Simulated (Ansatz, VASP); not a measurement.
**Zn in VASP and in Ansatz**

File INCAR:

```
SYSTEM = Zn
PREC     = Accurate       ! precision mode
ENCUT    = 520            ! plane-wave cutoff, eV
EDIFF    = 1E-6           ! SCF threshold, eV
ISMEAR   = 0              ! smearing method
SIGMA    = 0.15           ! smearing width, eV
LREAL    = .False.        ! projectors in reciprocal space
LASPH    = .True.         ! aspherical terms in the spheres
NELM     = 100            ! most SCF steps
ALGO     = Fast           ! electronic algorithm
ISIF     = 2              ! what is computed and relaxed
LWAVE    = .False.        ! write WAVECAR
LCHARG   = .False.        ! write CHGCAR
GGA      = PE             ! functional
NBANDS   = 19             ! bands
```

Contents of KPOINTS:

```
regular mesh
0
Gamma
  21 21 10
  0 0 0
```

File POSCAR:

```
Zn
1.0
    2.6647980532      0.0000000000      0.0000000000
   -1.3323990266      2.3077828100     -0.0230778281
    0.0000000000     -0.0494670000      4.9467000000
Zn
2
Direct
    0.3333333333      0.6666666667      0.2500000000
    0.6666666667      0.3333333333      0.7500000000
```

Input for Ansatz:

```yaml
crystal:
  lattice:
    - [2.6647980532, 0.0, 0.0]
    - [-1.3323990266, 2.30778281, -0.0230778281]
    - [0.0, -0.049467, 4.9467]
  atoms:
    - { symbol: Zn, position: [0.3333333333, 0.6666666667, 0.25] }
    - { symbol: Zn, position: [0.6666666667, 0.3333333333, 0.75] }
basis:
  ecutwfc: 420
kpoints:
  mp_grid: { grid: [21, 21, 10] }
hamiltonian:
  xc: pbe
scf:
  occupations: { method: gaussian, width: 0.15 }
output:
  forces: true
  stress: true
  eigenvalues: true
```

Change from the starting cell: strain -0.0200 x Voigt [0, 0, 0, 1, 0, 0], atoms carried along.

Alike in both runs: task single point; functional PBE; k mesh 21 × 21 × 10; occupations gaussian, width 0.15 eV; no spin polarisation.

|  | VASP | Ansatz |
| --- | --- | --- |
| version | VASP 6.6.1 | Ansatz 0.2.0 |
| potentials or method | VASP PAW PBE potentials, release 64 (Zn), cutoff 520 eV | scalar-relativistic, plane waves, PAW |
| valence electrons in the cell | 24 | 24 |

|  | VASP | Ansatz | Ansatz less VASP |
| --- | --- | --- | --- |
| gap on the k mesh at the Fermi level (eV) | none | none | - |
| pressure (GPa) | 0.1 | -0.3 | -0.40 |
| traceless stress, the component that is largest in VASP (GPa) | 1.41 | 1.56 | +0.143 |

A gap of «none» marks a metal or a gap that the smearing closes.
